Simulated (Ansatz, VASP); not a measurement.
# Two plane-wave programs on AlN

The input POSCAR:

```
AlN
1.0
    0.0000000000      2.1396954177      2.1396954177
    2.1396954177      0.0000000000      2.1396954177
    2.1396954177      2.1396954177      0.0000000000
Al N
1 1
Direct
    0.0000000000      0.0000000000      0.0000000000
    0.2500000000      0.2500000000      0.2500000000
```

File INCAR.step1:

```
SYSTEM = AlN
PREC = Accurate
ENCUT = 520
EDIFF = 1E-5
ISMEAR = -1
SIGMA = 0.05
LREAL = .False.
LASPH = .True.
NELM = 80
ALGO = Normal
ISIF = 2
LWAVE = .True.
GGA = PE
NBANDS = 11
```

The input INCAR.step2:

```
SYSTEM = AlN
PREC = Accurate
ENCUT = 520
EDIFF = 1E-7
ISMEAR = -1
SIGMA = 0.05
LREAL = .False.
LASPH = .True.
NELM = 80
ALGO = Normal
ISIF = 2
LWAVE = .False.
LCHARG = .True.
GGA = PE
LHFCALC = .True.
HFSCREEN = 0.2079
PRECFOCK = Normal
LELF = .True.
LVHAR = .True.
ISTART = 1
NBANDS = 11
```

The input KPOINTS:

```
Automatic mesh
0
Gamma
  4 4 4
  0 0 0
```

Input for Ansatz:

```yaml
crystal:
  lattice:
    - [0.0, 2.139695417681, 2.139695417681]
    - [2.139695417681, 0.0, 2.139695417681]
    - [2.139695417681, 2.139695417681, 0.0]
  atoms:
    - { symbol: Al, position: [0.0, 0.0, 0.0] }
    - { symbol: "N", position: [0.25, 0.25, 0.25] }
kpoints:
  mp_grid: { grid: [4, 4, 4] }
hamiltonian:
  xc: hse06
  pseudopotentials: { kind: paw }
scf:
  occupations: { method: fermi_dirac, width: 0.05 }
  convergence: { dr2_threshold: "1e-10 eV" }
  exx: { energy_threshold: "2e-8 eV", singularity: regularized }
output:
  forces: true
  stress: true
  eigenvalues: true
```

Alike in both runs: task single point; functional HSE06; k mesh 4 × 4 × 4; occupations fermi-dirac, width 0.05 eV; no spin polarisation.

```csv
,VASP,Ansatz
version,VASP 6.6.1,Ansatz 0.2.0 development build
potentials or method,"VASP PAW PBE potentials, release 64 (Al, N)","plane waves, PAW datasets (generated soft set 1)"
plane-wave cutoff (eV),520,420
valence electrons in the cell,8,8
```

|  | VASP | Ansatz | Ansatz less VASP |
| --- | --- | --- | --- |
| gap on the k mesh at the Fermi level (eV) | 4.61 | 4.61 | 0.000 |

The k mesh is coarse, so the values compare programs but aren't converged.
